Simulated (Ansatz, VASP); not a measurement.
# One calculation of CdTe, two programs

INCAR

```
SYSTEM = CdTe
  ALGO = Normal
  EDIFF = 1E-6
  ENCUT = 520
  GGA = PS
  ISIF = 2
  ISMEAR = 0
  LASPH = .True.
  LCHARG = .False.
  LREAL = .False.
  LWAVE = .False.
  NBANDS = 16
  NELM = 80
  PREC = Accurate
  SIGMA = 0.05
```

Contents of KPOINTS:

```
k-points
0
Gamma
  8 8 8
  0 0 0
```

The input POSCAR:

```
CdTe
1.0
    0.0000000000      2.9980050306      2.9980050306
    2.9980050306      0.0000000000      2.9980050306
    2.9980050306      2.9980050306      0.0000000000
Cd Te
1 1
Direct
    0.5200133086      0.5200133086      0.4799866914
    0.0000000000      0.0000000000      0.0000000000
```

Input for Ansatz:

```yaml
crystal:
  lattice:
    - [0.0, 2.9980050306, 2.9980050306]
    - [2.9980050306, 0.0, 2.9980050306]
    - [2.9980050306, 2.9980050306, 0.0]
  atoms:
    - { symbol: Cd, position: [0.5200133086, 0.5200133086, 0.4799866914] }
    - { symbol: Te, position: [0.0, 0.0, 0.0] }
basis:
  ecutwfc: 420
  ecutrho_ratio: 4
kpoints:
  mp_grid: { grid: [8, 8, 8] }
hamiltonian:
  xc: pbesol
scf:
  occupations: { method: gaussian, width: 0.05 }
output:
  forces: true
  stress: true
  eigenvalues: true
```

Alike in both runs: task single point; functional PBEsol; k mesh 8 × 8 × 8; occupations gaussian, width 0.05 eV; no spin polarisation.

```csv
,VASP,Ansatz
version,VASP 6.6.1,Ansatz 0.2.0
potentials or method,"VASP PAW PBE potentials, release 64 (Cd, Te), cutoff 520 eV","scalar-relativistic, plane waves, PAW"
valence electrons in the cell,18,36
```

```tsv
	VASP	Ansatz	Ansatz less VASP
pressure (GPa)	0.5	0.3	-0.26
traceless stress, the component that is largest in VASP (GPa)	0.72	0.71	-0.012
rms of the force components (eV/Å)	0.134	0.131	-0.0034
```

VASP's potentials were made for PBE, not for PBEsol. Atom by atom the forces differ by 0.003 eV/Å (rms over components). With one functional, cell and mesh, what is left measures potentials, basis and numerics. VASP's potentials hold 18 valence electrons a cell and Ansatz's 36, so a difference there can come from the potentials and not from the codes.

Neither program's run includes spin-orbit coupling.
